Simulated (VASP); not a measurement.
# MgSi (Cmcm) in VASP: further runs

The runs below take MgSi through single point, relaxation of cell and atoms, with PBEsol.

Program: VASP 6.6.1. These are calculated values, not measurements. Logs are shortened: lines on timing, memory, paths and dates and some standing lists are left out, and cuts for length are marked.

### 1 The cell of the first run

Symmetry: Cmcm, No. 63, orthorhombic system. Conventional cell: a = 4.158 Å, b = 9.774 Å, c = 3.648 Å, α = 90.00°, β = 90.00°, γ = 90.00°. Within 3.6 Å of Mg (site symmetry m2m) lie 7 Si at 2.72 to 3.00 Å and 6 Mg at 3.34 to 3.46 Å. Si (site symmetry m2m) has 2 Si at 2.39 Å and 7 Mg at 2.72 to 3.00 Å within 3.2 Å.

### 2 Single point, PBEsol

INCAR

```
SYSTEM = MgSi
PREC     = Accurate       ! precision mode
ENCUT    = 520            ! plane-wave cutoff, eV
EDIFF    = 1E-7           ! SCF threshold, eV
ISMEAR   = 0              ! smearing method
SIGMA    = 0.1            ! smearing width, eV
LREAL    = .FALSE.        ! projectors in reciprocal space
LASPH    = .TRUE.         ! aspherical terms in the spheres
NELM     = 80             ! most SCF steps
ALGO     = Normal         ! electronic algorithm
ISIF     = 2              ! what is computed and relaxed
LWAVE    = .FALSE.        ! write WAVECAR
LCHARG   = .FALSE.        ! write CHGCAR
GGA      = PS             ! functional
NBANDS   = 14             ! bands
```

KPOINTS

```
Automatic mesh
0
G
  6 6 6
  0 0 0
```

POSCAR

```
MgSi
1.0
    2.0787848328     -4.8867577892      0.0000000000
    2.0787848328      4.8867577892      0.0000000000
    0.0000000000      0.0000000000      3.6478896976
Mg Si
2 2
Direct
    0.6432250772      0.3567749228      0.7500000000
    0.3567749228      0.6432250772      0.2500000000
    0.9213538183      0.0786461817      0.7500000000
    0.0786461817      0.9213538183      0.2500000000
```

Potentials or basis: VASP PAW PBE potentials, release 64 (Mg, Si).

On the command line:

```bash
> cat potpaw_PBE.64/Mg/POTCAR potpaw_PBE.64/Si/POTCAR > POTCAR
> mpirun -np 1 vasp_std > vasp.out
```

OUTCAR:

```text
SYSTEM = MgSi
   PREC = Accurate
   ENCUT = 520
   EDIFF = 1E-7
   ISMEAR = 0
   LREAL = .FALSE.
   LASPH = .TRUE.
   NELM = 80
   ISIF = 2
   GGA = PS

 ion  position               nearest neighbor table
   1  0.643  0.357  0.750-   3 2.72   4 2.84   4 2.84   4 2.84   4 2.84   3 3.00   3 3.00   2 3.34
                             2 3.34   2 3.46   2 3.46   2 3.46   2 3.46
   2  0.357  0.643  0.250-   4 2.72   3 2.84   3 2.84   3 2.84   3 2.84   4 3.00   4 3.00   1 3.34
                             1 3.34   1 3.46   1 3.46   1 3.46   1 3.46
   3  0.921  0.079  0.750-   4 2.39   4 2.39   1 2.72   2 2.84   2 2.84   2 2.84   2 2.84   1 3.00
                             1 3.00
   4  0.079  0.921  0.250-   3 2.39   3 2.39   2 2.72   1 2.84   1 2.84   1 2.84   1 2.84   2 3.00
                             2 3.00

  LATTYP: Found a base centered orthorhombic cell.
 ALAT       =     4.1575696656
 B/A-ratio  =     2.3507761420
 C/A-ratio  =     0.8774091575

  Lattice vectors:

 A1 = (   2.0787848328,  -4.8867577892,   0.0000000000)
 A2 = (   2.0787848328,   4.8867577892,   0.0000000000)
 A3 = (   0.0000000000,   0.0000000000,   3.6478896976)

Analysis of symmetry for initial positions (statically):
=====================================================================
 Subroutine PRICEL returns:
 Original cell was already a primitive cell.

 Routine SETGRP: Setting up the symmetry group for a
 base centered orthorhombic supercell.

 Subroutine GETGRP returns: Found  8 space group operations
 (whereof  4 operations were pure point group operations)
 out of a pool of  8 trial point group operations.

The static configuration has the point symmetry C_2h.
 The point group associated with its full space group is D_2h.

Analysis of symmetry for dynamics (positions and initial velocities):
=====================================================================
 Subroutine PRICEL returns:
 Original cell was already a primitive cell.

 Routine SETGRP: Setting up the symmetry group for a
 base centered orthorhombic supercell.

 Subroutine GETGRP returns: Found  8 space group operations
 (whereof  4 operations were pure point group operations)
 out of a pool of  8 trial point group operations.

The dynamic configuration has the point symmetry C_2h.
 The point group associated with its full space group is D_2h.

 Subroutine INISYM returns: Found  8 space group operations
 (whereof  4 operations are pure point group operations),
 and found     1 'primitive' translations

----------------------------------------------------------------------------------------

                                     Primitive cell

  volume of cell :      74.1143

[... 109 lines left out ...]
   IALGO  =     38    algorithm
   IMIX   =      4    mixing-type and parameters
     AMIX     =   0.40;   BMIX     =  1.00
     AMIX_MAG =   1.60;   BMIX_MAG =  1.00
  volume/ion in A,a.u.               =      18.53       125.04
  Fermi-wavevector in a.u.,A,eV,Ry     =   0.892280  1.686165 10.832467  0.796164
  Thomas-Fermi vector in A             =   2.014209
   LORBIT       =      0    0 simple, 1 ext, 2 COOP (PROOUT), +10 PAW based schemes
   GGA     = PS    functional components
   LHFCALC =     F    Hartree Fock is set to
   AEXX    =    0.0000 exact exchange contribution
   IVDW    =     0    specifies the selected vdW correction
   LEPSILON=     F    determine dielectric tensor
   LRPA    =     F    only Hartree local field effects (RPA)
 non-spin polarized calculation
 Gauss-broadening in eV      SIGMA  =   0.10
  energy-cutoff  :      520.00
  volume of cell :       74.11
 maximum number of plane-waves:      2022
   NGX = 19   NGY = 19   NGZ = 13

 number of electron      12.0000000 magnetization

 Free energy of the ion-electron system (eV)
  ---------------------------------------------------
  ext. energy  EPLUGINS =         0.00000000
  ---------------------------------------------------
  free energy    TOTEN  =       -15.11978138 eV

  energy without entropy =      -15.10980926  energy(sigma->0) =      -15.11479532

 E-fermi :   5.4983     XC(G=0):  -9.6178

 val. band max:        5.4936230498   @ k =   0.1667   0.0000   0.3333
 cond. band min:       5.5277819555   @ k =   0.0000   0.0000   0.3333
 fundamental gap:      0.0341589057
 Fermi energy:         5.4983065253

 k-point     1 :       0.0000    0.0000    0.0000
  band No.  band energies     occupation
      1      -5.9865      2.00000
      2       0.0161      2.00000
      3       1.2226      2.00000
      4       3.0162      2.00000
      5       3.5910      2.00000
      6       5.6136      0.10298
      7       5.7106      0.00268
      8       6.2988      0.00000
      9       7.7928      0.00000
     10       9.6268      0.00000
     11      11.3547      0.00000
     12      12.1372      0.00000
     13      12.4829      0.00000
     14      13.3001      0.00000
[... 377 lines left out ...]
      1      -5.1433      2.00000
      2      -1.8973      2.00000
      3       1.4846      2.00000
      4       1.9419      2.00000
      5       4.3154      2.00000
      6       6.1285      0.00000
      7       7.0071      0.00000
      8       7.2064      0.00000
      9       8.6682      0.00000
     10       9.1893      0.00000
     11       9.4366      0.00000
     12      10.7829      0.00000
     13      11.9974      0.00000
     14      12.8831      0.00000

 [... further k-points ...]

------------------------ aborting loop because EDIFF is reached ----------------------------------------

  FORCE on cell =-STRESS in cart. coord.  units (eV):
  Direction    XX          YY          ZZ          XY          YZ          ZX
  --------------------------------------------------------------------------------------
  -------------------------------------------------------------------------------------
  Total        0.0022998     -0.0548670      0.0075150      0.0000000      0.0000000      0.0000000
  in kB        0.0497157     -1.1860952      0.1624561      0.0000000      0.0000000      0.0000000
  external PRESSURE =      -0.3246411 kB  Pullay stress =       0.0000000 kB

 VOLUME and BASIS-vectors are now :
 -----------------------------------------------------------------------------
  energy-cutoff  :      520.00
  volume of cell :       74.11
      direct lattice vectors                 reciprocal lattice vectors
     2.078784833 -4.886757789  0.000000000     0.240525134 -0.102317328  0.000000000
     2.078784833  4.886757789  0.000000000     0.240525134  0.102317328  0.000000000
     0.000000000  0.000000000  3.647889698     0.000000000  0.000000000  0.274131096

 POSITION                                       TOTAL-FORCE (eV/Angst)
 -----------------------------------------------------------------------------------
      2.07878     -1.39981      2.73592         0.000000      0.006745     -0.000000
      2.07878      1.39981      0.91197         0.000000     -0.006745      0.000000
      2.07878     -4.11811      2.73592         0.000000     -0.006652      0.000000
      2.07878      4.11811      0.91197         0.000000      0.006652     -0.000000
 -----------------------------------------------------------------------------------
    total drift:                               -0.000000      0.000000     -0.000000

  FREE ENERGIE OF THE ION-ELECTRON SYSTEM (eV)
  ---------------------------------------------------
  free  energy   TOTEN  =       -15.1197813843 eV

  energy  without entropy=      -15.1098092563  energy(sigma->0) =      -15.11479532
```

stdout:

```text
POSCAR found type information on POSCAR MgSi
 POSCAR found :  2 types and       4 ions
 scaLAPACK will be used
 -----------------------------------------------------------------------------
|                                                                             |
|                                                                             |
|     You enforced a specific xc type in the INCAR file but a different       |
|     I HOPE YOU KNOW WHAT YOU ARE DOING!                                     |
|                                                                             |
 -----------------------------------------------------------------------------

 LDA part: xc-table for (Slater+PW92), standard interpolation
 POSCAR, INCAR and KPOINTS ok, starting setup
 FFT: planning ... GRIDC
 FFT: planning ... GRID_SOFT
 FFT: planning ... GRID
 WAVECAR not read
 entering main loop
```

It took 19 s on 1 thread of Intel Xeon 6975P-C (Granite Rapids), shared host; peak memory 0.22 GiB.

What came out:

```yaml
Free_energy: -15.1198 eV
Pressure: 0.0 GPa
Largest_force: 0.007 eV/Å
Band_gap_on_the_k_mesh: zero (band 6 reaches 6.46 eV, above the bottom of band 7 at 5.13 eV)
```

Forces in eV/Å, atoms in the order of the input:
```
Mg   0.000  0.007  0.000
Mg   0.000 -0.007  0.000
Si   0.000 -0.007  0.000
Si   0.000  0.007  0.000
```

Caveat: the PAW data sets were made with another functional, which shifts forces and pressure a little.

### 3 Relaxation of cell and atoms, PBEsol

This run uses another cell than the first one, of 18.01 Å³/atom, 0.972 times its volume.

INCAR

```
SYSTEM = MgSi
PREC = Accurate
ENCUT = 600
EDIFF = 1E-6
ISMEAR = 0
SIGMA = 0.1
LREAL = .FALSE.
LASPH = .TRUE.
NELM = 100
ALGO = Normal
ISIF = 3
LWAVE = .FALSE.
LCHARG = .FALSE.
GGA = PS
IBRION = 2
NSW = 80
EDIFFG = -0.05
```

KPOINTS

```
regular mesh
0
G
  6 6 6
  0 0 0
```

POSCAR

```
MgSi
1.0
    2.0809634828     -4.9326647082      0.0000000000
    2.0809634828      4.9326647082      0.0000000000
    0.0000000000      0.0000000000      3.5086495569
Mg Si
2 2
Direct
    0.6397333534      0.3602666466      0.7500000000
    0.3602666466      0.6397333534      0.2500000000
    0.9359686798      0.0640313202      0.7500000000
    0.0640313202      0.9359686798      0.2500000000
```

Potentials or basis: VASP PAW PBE potentials, release 64 (Mg, Si).

On the command line:

```bash
> cat potpaw_PBE.64/Mg/POTCAR potpaw_PBE.64/Si/POTCAR > POTCAR
> mpirun -np 1 vasp_std > vasp.out
```

Wall time 70 s (1 thread of Intel Xeon 6975P-C (Granite Rapids), shared host); peak memory 0.28 GiB.

It converged, with:

* Free energy: -15.1193 eV
* Relaxed volume: 18.49 Å³/atom
* Relaxed cell: a = 5.318 Å, b = 5.318 Å, c = 3.648 Å, α = 90.00°, β = 90.00°, γ = 134.19°
* Space group after relaxing (to 0.05 Å): Cmcm (No. 63)
* Energy gained by relaxing: 135.0 meV/atom
* Ionic steps: 6
* Pressure after relaxing: 0.0 GPa
* Largest force after relaxing: 0.023 eV/Å
* Band gap on the k mesh: zero (band 6 reaches 6.47 eV, above the bottom of band 7 at 5.14 eV)

Forces on the atoms (eV/Å):
```
Mg   0.000 -0.006  0.000
Mg   0.000  0.006  0.000
Si   0.000 -0.023  0.000
Si   0.000  0.023  0.000
```

Stress tensor (GPa, compression positive):
```
 0.32  0.00  0.00
 0.00 -0.27  0.00
 0.00  0.00  0.08
```

The path:
| step | energy change (eV) | largest force (eV/Å) | pressure (GPa) | volume (Å³) |
| --- | --- | --- | --- | --- |
| 1 | 0.0000 | 3.2189 | 7.20 | 72.03 |
| 2 | -0.4085 | 0.3560 | -5.19 | 80.72 |
| 3 | -0.4844 | 0.3963 | -2.48 | 77.83 |
| 4 | -0.5321 | 0.1432 | -0.80 | 75.15 |
| 5 | -0.5385 | 0.0388 | 0.17 | 73.84 |
| 6 | -0.5398 | 0.0233 | 0.04 | 73.97 |

Final structure:
```xyz
4
Lattice="2.0696 -4.8985 0.0000 2.0696 4.8985 0.0000 0.0000 0.0000 3.6482" Properties=species:S:1:pos:R:3 pbc="T T T"
Mg    2.0696   -1.4030    2.7361
Mg    2.0696    1.4030    0.9121
Si    2.0696   -4.1273    2.7361
Si    2.0696    4.1273    0.9121
```

Levels at points of the mesh, in eV from the Fermi level:
| k point | band 4 | band 5 | band 6 | band 7 | band 8 | band 9 |
| --- | --- | --- | --- | --- | --- | --- |
| (0.00, 0.00, 0.00) | -2.44 | -1.90 | 0.16 | 0.27 | 0.80 | 2.35 |
| (0.50, 0.00, 0.00) | -3.72 | -1.36 | -0.15 | 1.59 | 2.19 | 3.27 |
| (0.50, 0.50, 0.00) | -1.63 | -0.59 | -0.15 | 1.05 | 2.17 | 2.31 |
| (0.00, 0.00, 0.50) | -2.98 | -0.82 | -0.82 | -0.20 | -0.20 | 2.67 |
| (0.50, 0.00, 0.50) | -4.09 | -2.99 | -2.99 | -0.36 | -0.36 | 3.56 |
| (0.50, 0.50, 0.50) | -5.05 | -0.54 | -0.54 | 2.02 | 2.02 | 3.71 |

Caveat: the PAW data sets were made with another functional, which shifts forces and pressure a little; the relaxation stopped at a loose force limit of 0.05 eV/Å, so its end isn't a converged minimum. Zero-point motion and thermal expansion aren't in these numbers.

### 4 Single point, PBEsol

This run uses another cell than the first one, of 18.45 Å³/atom, 0.996 times its volume.

INCAR

```
PREC = Accurate
ENCUT = 520
EDIFF = 1E-6
ISMEAR = 0
SIGMA = 0.1
LREAL = F
LASPH = T
NELM = 100
ALGO = Normal
ISIF = 2
LWAVE = F
LCHARG = F
GGA = PS
NBANDS = 14
```

KPOINTS

```
Automatic mesh
0
Gamma
  12 12 12
```

POSCAR

```
MgSi
1.0
    2.0191119834     -5.0201094757      0.0000000000
    2.0191119834      5.0201094757      0.0000000000
    0.0000000000      0.0000000000      3.6413961794
Mg Si
2 2
Direct
    0.6483591823      0.3516408177      0.7500000000
    0.3516408177      0.6483591823      0.2500000000
    0.9226118219      0.0773881781      0.7500000000
    0.0773881781      0.9226118219      0.2500000000
```

On the command line:

```bash
> cat potpaw_PBE.64/Mg/POTCAR potpaw_PBE.64/Si/POTCAR > POTCAR
> mpirun -np 1 vasp_std > vasp.out
```

Run time: 5.4 min. Hardware: 1 thread of Oxide Virtual Turin-like, shared host; peak memory 0.39 GiB.

Results (log left out):

```
Free energy            : -15.1577 eV
Pressure               : 0.0 GPa
Largest force          : 0.006 eV/Å
Band gap on the k mesh : zero (band 6 reaches 6.67 eV, above the bottom of band 7 at 4.74 eV)
```

Forces in eV/Å, atoms in the order of the input:
```
Mg   0.000  0.003  0.000
Mg   0.000 -0.003  0.000
Si   0.000  0.006  0.000
Si   0.000 -0.006  0.000
```

Stress tensor (GPa, compression positive):
```
-0.10  0.00  0.00
 0.00 -0.07  0.00
 0.00  0.00  0.03
```

Levels at points of the mesh, in eV from the Fermi level:
| k point | band 3 | band 4 | band 5 | band 6 | band 7 | band 8 | band 9 | band 10 |
| --- | --- | --- | --- | --- | --- | --- | --- | --- |
| (0.00, 0.00, 0.00) | -4.50 | -2.21 | -1.89 | 0.34 | 0.61 | 0.80 | 2.61 | 3.86 |
| (0.50, 0.00, 0.00) | -5.51 | -3.81 | -1.31 | -0.41 | 1.47 | 2.04 | 3.24 | 4.55 |
| (0.50, 0.50, 0.00) | -2.63 | -1.65 | -0.47 | -0.12 | 1.00 | 2.06 | 2.30 | 2.59 |
| (0.00, 0.00, 0.50) | -3.19 | -3.19 | -1.10 | -1.10 | 0.01 | 0.01 | 3.02 | 3.02 |
| (0.50, 0.00, 0.50) | -4.07 | -4.07 | -3.06 | -3.06 | -0.47 | -0.47 | 3.20 | 3.20 |
| (0.50, 0.50, 0.50) | -5.17 | -5.17 | -0.29 | -0.29 | 2.41 | 2.41 | 3.36 | 3.36 |

Caveat: the PAW data sets were made with another functional, which shifts forces and pressure a little.

### 5 Relaxation of cell and atoms, PBEsol

INCAR

```
SYSTEM = MgSi
PREC = Accurate
ENCUT = 600
EDIFF = 1E-6
ISMEAR = 0
SIGMA = 0.1
LREAL = .False.
LASPH = .True.
NELM = 80
ALGO = Normal
ISIF = 3
LWAVE = .False.
LCHARG = .False.
GGA = PS
IBRION = 2
NSW = 80
EDIFFG = -0.01
```

KPOINTS

```
regular mesh
0
Gamma
  12 12 12
  0 0 0
```

POSCAR

```
MgSi
1.0
    2.0787848328     -4.8867577892      0.0000000000
    2.0787848328      4.8867577892      0.0000000000
    0.0000000000      0.0000000000      3.6478896976
Mg Si
2 2
Direct
    0.6432250772      0.3567749228      0.7500000000
    0.3567749228      0.6432250772      0.2500000000
    0.9213538183      0.0786461817      0.7500000000
    0.0786461817      0.9213538183      0.2500000000
```

On the command line:

```bash
> cat potpaw_PBE.64/Mg/POTCAR potpaw_PBE.64/Si/POTCAR > POTCAR
> mpirun -np 1 vasp_std > vasp.out
```

Wall time 29 min (1 thread of Oxide Virtual Turin-like, shared host); peak memory 0.43 GiB.

Results (log left out):

```
Free energy                            : -15.1580 eV
Relaxed volume                         : 18.42 Å³/atom
Relaxed cell                           : a = 5.404 Å, b = 5.404 Å, c = 3.644 Å, α = 90.00°, β = 90.00°, γ = 136.17°
Space group after relaxing (to 0.05 Å) : Cmcm (No. 63)
Energy gained by relaxing              : 4.1 meV/atom
Ionic steps                            : 11
Pressure after relaxing                : 0.0 GPa
Band gap on the k mesh                 : zero (band 6 reaches 6.69 eV, above the bottom of band 7 at 4.76 eV)
```

The path:
```
step  energy change (eV)  largest force (eV/Å)  pressure (GPa)  volume (Å³)
   1              0.0000                0.0835           -0.11        74.11
   2             -0.0070                0.0583           -0.13        73.98
   3             -0.0100                0.1008           -0.13        73.85
   4             -0.0103                0.1290           -0.12        73.80
   5             -0.0125                0.0760            0.12        73.58
   6             -0.0132                0.0895            0.37        73.35
   7             -0.0147                0.0727            0.08        73.64
   8             -0.0151                0.0582           -0.18        73.90
   9             -0.0160                0.0327           -0.10        73.80
  10             -0.0164                0.0263            0.02        73.67
  11             -0.0165                0.0017            0.04        73.69
```

Final structure:
```cif
data_structure
_symmetry_space_group_name_H-M 'P 1'
_symmetry_Int_Tables_number 1
_cell_length_a 5.4041
_cell_length_b 5.4041
_cell_length_c 3.6439
_cell_angle_alpha 90.000
_cell_angle_beta 90.000
_cell_angle_gamma 136.173
_cell_volume 73.69
loop_
_atom_site_label
_atom_site_type_symbol
_atom_site_fract_x
_atom_site_fract_y
_atom_site_fract_z
_atom_site_occupancy
Mg1 Mg 0.64812 0.35188 0.75000 1
Mg2 Mg 0.35188 0.64812 0.25000 1
Si1 Si 0.92249 0.07751 0.75000 1
Si2 Si 0.07751 0.92249 0.25000 1
```

Levels at points of the mesh, in eV from the Fermi level:
```tsv
k point	band 4	band 5	band 6	band 7	band 8	band 9
(0.00, 0.00, 0.00)	-2.20	-1.91	0.35	0.61	0.77	2.62
(0.50, 0.00, 0.00)	-3.81	-1.33	-0.41	1.47	2.03	3.23
(0.50, 0.50, 0.00)	-1.67	-0.47	-0.11	0.97	2.04	2.31
(0.00, 0.00, 0.50)	-3.19	-1.10	-1.10	0.01	0.01	3.02
(0.50, 0.00, 0.50)	-4.08	-3.07	-3.07	-0.47	-0.47	3.21
(0.50, 0.50, 0.50)	-5.18	-0.29	-0.29	2.41	2.41	3.38
```

Caveat: the PAW data sets were made with another functional, which shifts forces and pressure a little.

### 6 The runs side by side

| task | cell | k mesh | cutoff (eV) | gap on the mesh (eV) | pressure (GPa) | relaxed volume (Å³/atom) | largest force (eV/Å) |
| --- | --- | --- | --- | --- | --- | --- | --- |
| single point | a = 5.311, b = 5.311, c = 3.648 Å, angles 90.0, 90.0, 133.9°, 4 atoms | 6 × 6 × 6 | 520 | none | 0.0 | - | 0.01 |
| relaxation of cell and atoms | relaxed from a = 5.354, b = 5.354, c = 3.509 Å, angles 90.0, 90.0, 134.3°, 4 atoms | 6 × 6 × 6 | 600 | none | 0.0 | 18.49 | 0.02 |
| single point | a = 5.411, b = 5.411, c = 3.641 Å, angles 90.0, 90.0, 136.2°, 4 atoms | 12 × 12 × 12 | 520 | none | 0.0 | - | 0.01 |
| relaxation of cell and atoms | relaxed from a = 5.311, b = 5.311, c = 3.648 Å, angles 90.0, 90.0, 133.9°, 4 atoms | 12 × 12 × 12 | 600 | none | 0.0 | 18.42 | - |

Alike in all rows: level PBEsol; potentials or basis VASP PAW PBE potentials, release 64 (Mg, Si); no spin polarisation; smearing gaussian 0.1 eV.

Caveats: the PAW data sets were made with another functional, which shifts forces and pressure a little; the relaxation stopped at a loose force limit of 0.05 eV/Å, so its end isn't a converged minimum (some runs).

Absolute energies hang on the potentials; compare differences alone.
